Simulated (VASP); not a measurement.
# Al in VASP: relaxation of the atoms with PBE

Aim: the relaxation of the atoms of Al with PBE.

Everything below comes from runs of VASP 6.6.1. Logs are shortened: lines on timing, memory, paths and dates and some standing lists are left out, and cuts for length are marked.

## Step 1: The cell of the first run

The cell holds a slab with vacuum, 4 atoms: a = 2.857 Å, b = 4.041 Å, c = 18.286 Å, α = 90.00°, β = 90.00°, γ = 90.00°.

## Step 2: Relaxation of the atoms, PBE

The input, INCAR:

```
SYSTEM = Al
PREC     = Accurate       ! precision mode
ENCUT    = 520            ! plane-wave cutoff, eV
EDIFF    = 1E-6           ! SCF threshold, eV
ISMEAR   = 0              ! smearing method
SIGMA    = 0.1            ! smearing width, eV
LREAL    = .FALSE.        ! projectors in reciprocal space
LASPH    = .TRUE.         ! aspherical terms in the spheres
NELM     = 100            ! most SCF steps
ALGO     = Normal         ! electronic algorithm
ISIF     = 2              ! what is computed and relaxed
LWAVE    = .FALSE.        ! write WAVECAR
LCHARG   = .FALSE.        ! write CHGCAR
LDIPOL   = .TRUE.       
IDIPOL   = 3            
DIPOL    = 0.5 0.5 0.500
GGA      = PE             ! functional
IBRION   = 2              ! ionic algorithm
NSW      = 70             ! ionic steps
EDIFFG   = -0.03          ! ionic threshold
```

The input, KPOINTS:

```
Automatic mesh
0
G
  10 7 1
  0 0 0
```

The input, POSCAR:

```
Al
1.0
    2.8571514048      0.0000000000      0.0000000000
    0.0000000000      4.0406222664      0.0000000000
    0.0000000000      0.0000000000     18.2857271072
Al
4
Selective dynamics
Direct
    0.5000000000      0.5000000000      0.3828122316  F F F
    0.0000000000      0.0000000000      0.4609374105  F F F
    0.5000000000      0.5000000000      0.5390625895  T T T
    0.0000000000      0.0000000000      0.6171877684  T T T
```

Potentials or basis: VASP PAW PBE potentials, release 64 (Al).

Run with:

```sh
cat potpaw_PBE.64/Al/POTCAR > POTCAR
mpirun -np 1 vasp_std > vasp.out
```

OUTCAR:

```text
SYSTEM = Al
   PREC = Accurate
   ENCUT = 520
   EDIFF = 1E-6
   ISMEAR = 0
   LREAL = .FALSE.
   LASPH = .TRUE.
   NELM = 100
   ISIF = 2
   GGA = PE
   IBRION = 2
   NSW = 70
   EDIFFG = -0.03

 ion  position               nearest neighbor table
   1  0.500  0.500  0.383-   2 2.86   2 2.86   2 2.86   2 2.86   3 2.86
   2  0.000  0.000  0.461-   1 2.86   1 2.86   1 2.86   1 2.86   4 2.86   3 2.86   3 2.86   3 2.86
                             3 2.86
   3  0.500  0.500  0.539-   4 2.86   4 2.86   4 2.86   4 2.86   1 2.86   2 2.86   2 2.86   2 2.86
                             2 2.86
   4  0.000  0.000  0.617-   3 2.86   3 2.86   3 2.86   3 2.86   2 2.86

  LATTYP: Found a simple orthorhombic cell.
 ALAT       =     2.8571514048
 B/A-ratio  =     1.4142135624
 C/A-ratio  =     6.3999853408

  Lattice vectors:

 A1 = (   2.8571514048,   0.0000000000,   0.0000000000)
 A2 = (   0.0000000000,   4.0406222664,   0.0000000000)
 A3 = (   0.0000000000,   0.0000000000,  18.2857271072)

Analysis of symmetry for initial positions (statically):
=====================================================================
 Subroutine PRICEL returns:
 Original cell was already a primitive cell.

 Routine SETGRP: Setting up the symmetry group for a
 simple orthorhombic supercell.

 Subroutine GETGRP returns: Found  8 space group operations
 (whereof  4 operations were pure point group operations)
 out of a pool of  8 trial point group operations.

The static configuration has the point symmetry C_2v.
 The point group associated with its full space group is D_2h.

Analysis of symmetry for dynamics (positions and initial velocities):
=====================================================================
 Subroutine PRICEL returns:
 Original cell was already a primitive cell.

 Routine SETGRP: Setting up the symmetry group for a
 simple orthorhombic supercell.

 Subroutine GETGRP returns: Found  8 space group operations
 (whereof  4 operations were pure point group operations)
 out of a pool of  8 trial point group operations.

The dynamic configuration has the point symmetry C_2v.
 The point group associated with its full space group is D_2h.

Analysis of constrained symmetry for selective dynamics:
=====================================================================
 Subroutine PRICEL returns:
 Original cell was already a primitive cell.

 Routine SETGRP: Setting up the symmetry group for a
 simple orthorhombic supercell.

 Subroutine GETGRP returns: Found  4 space group operations
 (whereof  4 operations were pure point group operations)
 out of a pool of  8 trial point group operations.

The constrained configuration has the point symmetry C_2v.

 Subroutine INISYM returns: Found  4 space group operations
 (whereof  4 operations are pure point group operations),
 and found     1 'primitive' translations

----------------------------------------------------------------------------------------

                                     Primitive cell

  volume of cell :     211.1027

  direct lattice vectors                    reciprocal lattice vectors
     2.857151405  0.000000000  0.000000000     0.349998953  0.000000000  0.000000000
     0.000000000  4.040622266  0.000000000     0.000000000  0.247486633  0.000000000
     0.000000000  0.000000000 18.285727107     0.000000000  0.000000000  0.054687462

  length of vectors
     2.857151405  4.040622266 18.285727107     0.349998953  0.247486633  0.054687462

  position of ions in fractional coordinates (direct lattice)
     0.500000000  0.500000000  0.382812232
     0.000000000  0.000000000  0.460937411
     0.500000000  0.500000000  0.539062589
     0.000000000  0.000000000  0.617187768

  ion indices of the primitive-cell ions
   primitive index   ion index
                 1           1
                 2           2
                 3           3
                 4           4

----------------------------------------------------------------------------------------

 KPOINTS: Automatic mesh

Automatic generation of k-mesh.
 Grid dimensions read from file:
 generate k-points for:   10    7    1

 Generating k-lattice:

  Cartesian coordinates                     Fractional coordinates (reciprocal lattice)
     0.034999895  0.000000000  0.000000000     0.100000000  0.000000000  0.000000000
     0.000000000  0.035355233  0.000000000     0.000000000  0.142857143  0.000000000
     0.000000000  0.000000000  0.054687462     0.000000000  0.000000000  1.000000000

  Length of vectors
     0.034999895  0.035355233  0.054687462

  Shift w.r.t. Gamma in fractional coordinates (k-lattice)
     0.000000000  0.000000000  0.000000000

 Subroutine IBZKPT returns following result:
 ===========================================

 Found     24 irreducible k-points:

 Following reciprocal coordinates:
            Coordinates               Weight
  0.000000  0.000000  0.000000      1.000000
  0.100000  0.000000  0.000000      2.000000
  0.200000  0.000000  0.000000      2.000000
  0.300000  0.000000  0.000000      2.000000
  0.400000  0.000000  0.000000      2.000000
  0.500000  0.000000  0.000000      1.000000
[... 16 lines left out ...]
  0.400000  0.428571  0.000000      4.000000
  0.500000  0.428571  0.000000      2.000000
   k-points           NKPTS =     24   k-points in BZ     NKDIM =     24   number of bands    NBANDS=     10
   number of dos      NEDOS =    301   number of ions     NIONS =      4
   total plane-waves  NPLWV = 100800
   dimension x,y,z NGX =    24 NGY =   30 NGZ =  140
   dimension x,y,z NGXF=    48 NGYF=   60 NGZF=  280
   ions per type =               4
   NGX,Y,Z   is equivalent  to a cutoff of  13.96, 12.34, 12.73 a.u.
   NGXF,Y,Z  is equivalent  to a cutoff of  27.93, 24.69, 25.46 a.u.
 SYSTEM =  Al
   PREC   = accura    normal or accurate (medium, high low for compatibility)
   ISTART =      0    job   : 0-new  1-cont  2-samecut
   ICHARG =      2    charge: 1-file 2-atom 10-const
   ISPIN  =      1    spin polarized calculation?
   LNONCOLLINEAR =      F non collinear calculations
   LSORBIT =      F    spin-orbit coupling
   LASPH  =      T    aspherical Exc in radial PAW
   ENCUT  =  520.0 eV  38.22 Ry    6.18 a.u.   5.31  7.51 34.00*2*pi/ulx,y,z
   NELM   =    100;   NELMIN=  2; NELMDL= -5     # of ELM steps
   EDIFF  = 0.1E-05   stopping-criterion for ELM
   LREAL  =      F    real-space projection
   EDIFFG = -.3E-01   stopping-criterion for IOM
   NSW    =     70    number of steps for IOM
   IBRION =      2    ionic relax: 0-MD 1-quasi-New 2-CG
   NFREE  =      1    steps in history (QN), initial steepest desc. (CG)
   ISIF   =      2    stress and relaxation
   ISYM   =      2    0-nonsym 1-usesym 2-fastsym
   POTIM  = 0.5000    time-step for ionic-motion
   TEBEG  =    0.0;   TEEND  =   0.0 temperature during run
   PSTRESS=    0.0 pullay stress
   NELECT =      12.0000    total number of electrons
   NUPDOWN=      -1.0000    fix difference up-down
   EMIN   =  10.00;   EMAX   =-10.00  energy-range for DOS
   EFERMI =   0.00;   METHOD = LEGACY
   ISMEAR =     0;   SIGMA  =   0.10  broadening in eV -4-tet -1-fermi 0-gaus
   EFERMI_NEDOS =   21; number of points for ismear=-14 and -15
   IALGO  =     38    algorithm
   IMIX   =      4    mixing-type and parameters
     AMIX     =   0.40;   BMIX     =  1.00
     AMIX_MAG =   1.60;   BMIX_MAG =  1.00
  volume/ion in A,a.u.               =      52.78       356.15
  Fermi-wavevector in a.u.,A,eV,Ry     =   0.629464  1.189514  5.390962  0.396225
  Thomas-Fermi vector in A             =   1.691762
   LORBIT       =      0    0 simple, 1 ext, 2 COOP (PROOUT), +10 PAW based schemes
   GGA     = PE    functional components
   LHFCALC =     F    Hartree Fock is set to
   AEXX    =    0.0000 exact exchange contribution
   IVDW    =     0    specifies the selected vdW correction
   LEPSILON=     F    determine dielectric tensor
   LRPA    =     F    only Hartree local field effects (RPA)
 conjugate gradient relaxation of ions
 non-spin polarized calculation
 Gauss-broadening in eV      SIGMA  =   0.10
  energy-cutoff  :      520.00
  volume of cell :      211.10
 maximum number of plane-waves:      5715
 NGX is ok and might be reduce to    24
   NGX = 11   NGY = 15   NGZ = 67

 dipolmoment           0.000000      0.000000     -0.000000 electrons x Angstroem

--------------------------------------- Ionic step        1  -------------------------------------------

 number of electron      12.0000000 magnetization

 Free energy of the ion-electron system (eV)
  ---------------------------------------------------
  ext. energy  EPLUGINS =         0.00000000
  ---------------------------------------------------
  free energy    TOTEN  =       -13.67072464 eV

  energy without entropy =      -13.66180624  energy(sigma->0) =      -13.66626544

------------------------ aborting loop because EDIFF is reached ----------------------------------------

  FORCE on cell =-STRESS in cart. coord.  units (eV):
  Direction    XX          YY          ZZ          XY          YZ          ZX
  --------------------------------------------------------------------------------------
  -------------------------------------------------------------------------------------
  Total       -3.2760019     -1.2513590     -0.4064669      0.0000000      0.0000000      0.0000000
  in kB      -24.8634271     -9.4972698     -3.0849064      0.0000000      0.0000000      0.0000000
  external PRESSURE =     -12.4818678 kB  Pullay stress =       0.0000000 kB
[... 63 lines left out ...]
--------------------------------------- Ionic step        3  -------------------------------------------

 number of electron      12.0000000 magnetization

 dipolmoment           0.000000      0.000000      0.000047 electrons x Angstroem

 Free energy of the ion-electron system (eV)
  ---------------------------------------------------
  ext. energy  EPLUGINS =         0.00000000
  ---------------------------------------------------
  free energy    TOTEN  =       -13.67871525 eV

  energy without entropy =      -13.66966291  energy(sigma->0) =      -13.67418908

 E-fermi :  -0.2114     XC(G=0):  -4.3000

 val. band max:       -0.2124465088   @ k =   0.5000   0.1429   0.0000
 cond. band min:      -0.1430187174   @ k =   0.3000   0.4286   0.0000
 fundamental gap:      0.0694277914
 Fermi energy:        -0.2113940870

 k-point     1 :       0.0000    0.0000    0.0000
  band No.  band energies     occupation
      1     -10.4503      2.00000
      2      -8.0150      2.00000
      3      -4.7327      2.00000
      4      -2.3078      2.00000
      5      -1.6845      2.00000
      6      -0.7640      2.00000
      7       0.0015      0.00261
      8       1.0927      0.00000
      9       2.0677      0.00000
     10       3.4597      0.00000
[... 287 lines left out ...]
 k-point    24 :       0.5000    0.4286    0.0000
  band No.  band energies     occupation
      1      -4.4554      2.00000
      2      -4.4279      2.00000
      3      -3.2450      2.00000
      4      -3.1925      2.00000
      5      -2.0890      2.00000
      6      -2.0730      2.00000
      7      -0.7183      2.00000
      8      -0.6730      2.00000
      9       1.2658      0.00000
     10       1.2782      0.00000

------------------------ aborting loop because EDIFF is reached ----------------------------------------

 vacuum level on the upper side and lower side of the slab       (xc-potential included)        -0.009        -0.008

  FORCE on cell =-STRESS in cart. coord.  units (eV):
  Direction    XX          YY          ZZ          XY          YZ          ZX
  --------------------------------------------------------------------------------------
  -------------------------------------------------------------------------------------
  Total       -3.2478412     -1.1666423     -0.3241619      0.0000000      0.0000000      0.0000000
  in kB      -24.6496996     -8.8543063     -2.4602477      0.0000000      0.0000000      0.0000000
  external PRESSURE =     -11.9880846 kB  Pullay stress =       0.0000000 kB
[... 19 lines left out ...]
  FREE ENERGIE OF THE ION-ELECTRON SYSTEM (eV)
  ---------------------------------------------------
  free  energy   TOTEN  =       -13.6787152462 eV

  energy  without entropy=      -13.6696629138  energy(sigma->0) =      -13.67418908

 reached required accuracy - stopping structural energy minimisation

 vacuum level on the upper side and lower side of the slab         3.854         3.855
```

It took 3.3 min on 1 thread of AMD EPYC 7R43 (Zen 3), shared host; peak memory 0.27 GiB.

Results:

- Free energy: -13.6787 eV
- Energy gained by relaxing: 2.0 meV/atom
- Ionic steps: 3
- Band gap on the k mesh: zero (bands 6 and 7 overlap by 1.07 eV)

Step by step:
```tsv
step	energy change (eV)	largest force on free atoms (eV/Å)	pressure (GPa)
1	0.0000	0.2231	-1.25
2	-0.0033	0.1691	-1.24
3	-0.0080	0.0140	-1.20
```

Final structure:
```
CELL_PARAMETERS angstrom
2.85715 0.00000 0.00000
0.00000 4.04062 0.00000
0.00000 0.00000 18.28573
ATOMIC_POSITIONS crystal
Al 0.50000 0.50000 0.38281
Al 0.00000 0.00000 0.46094
Al 0.50000 0.50000 0.54142
Al 0.00000 0.00000 0.61541
```

Levels at points of the mesh, in eV from the Fermi level:
```
           k point  band 3  band 4  band 5  band 6  band 7  band 8  band 9  band 10
(0.00, 0.00, 0.00)   -4.52   -2.10   -1.47   -0.55    0.21    1.30    2.28     3.67
(0.50, 0.00, 0.00)   -3.41   -3.39   -0.16   -0.14    2.03    2.08    2.93     2.96
```

The gap in the log of VASP goes by the Fermi energy; the results here count the filled bands.